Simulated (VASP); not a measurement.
Set up this calculation in VASP 6.6.1, as the native input.

| Property | Result |
| --- | --- |
| Task | single point |
| Functional | PBEsol |
| Potentials or basis | VASP PAW PBE potentials, release 64 (Mo_sv, S) |
| Cutoff | 520 eV |
| k mesh | 9 × 9 × 4 |
| Occupations | fermi-dirac, width 0.05 eV |
| Spin | no spin polarisation |
| Dipole correction | no |
| Further INCAR settings | ALGO = Normal; EDIFF = 1e-06; NBANDS = 20 |

The structure of MoS2 lies in POSCAR:

```
MoS2
1.0
    3.1838448285      0.0000000000      0.0000000000
   -1.5919224143      2.7572905031      0.0000000000
    0.0000000000      0.0000000000      6.2271592669
Mo S
1 2
Direct
    0.0000000000      0.0000000000      0.5000000000
    0.6666666667      0.3333333333      0.7446806800
    0.3333333333      0.6666666667      0.2553193200
```

One way to write it, as run:

INCAR

```
PREC     = Accurate       # precision mode
ENCUT    = 520            # plane-wave cutoff, eV
EDIFF    = 1E-6           # SCF threshold, eV
ISMEAR   = -1             # smearing method
SIGMA    = 0.05           # smearing width, eV
LREAL    = False          # projectors in reciprocal space
LASPH    = True           # aspherical terms in the spheres
NELM     = 60             # most SCF steps
ALGO     = Normal         # electronic algorithm
ISIF     = 2              # what is computed and relaxed
LWAVE    = False          # write WAVECAR
LCHARG   = False          # write CHGCAR
GGA      = PS             # functional
NBANDS   = 20             # bands
```

KPOINTS

```
Automatic mesh
0
Gamma
  9 9 4
```

Potentials or basis: VASP PAW PBE potentials, release 64 (Mo_sv, S).

Command:

```sh
$ cat potpaw_PBE.64/Mo_sv/POTCAR potpaw_PBE.64/S/POTCAR > POTCAR
$ mpirun -np 1 vasp_std > vasp.out
```

Results of the run:

```yaml
Pressure: 2.2 GPa
Largest_force: 0.709 eV/Å
Band_gap_on_the_k_mesh: zero (band 13 reaches 8.00 eV, above the bottom of band 14 at 7.01 eV)
```

Caveat: the PAW data sets were made with another functional, which shifts forces and pressure a little; this functional lacks dispersion, which binds the layers, so the pressure and a relaxed spacing across them are unreliable.

Run time: 77 s on 1 thread of AMD EPYC 7571, on a shared host, peak memory 0.16 GiB.
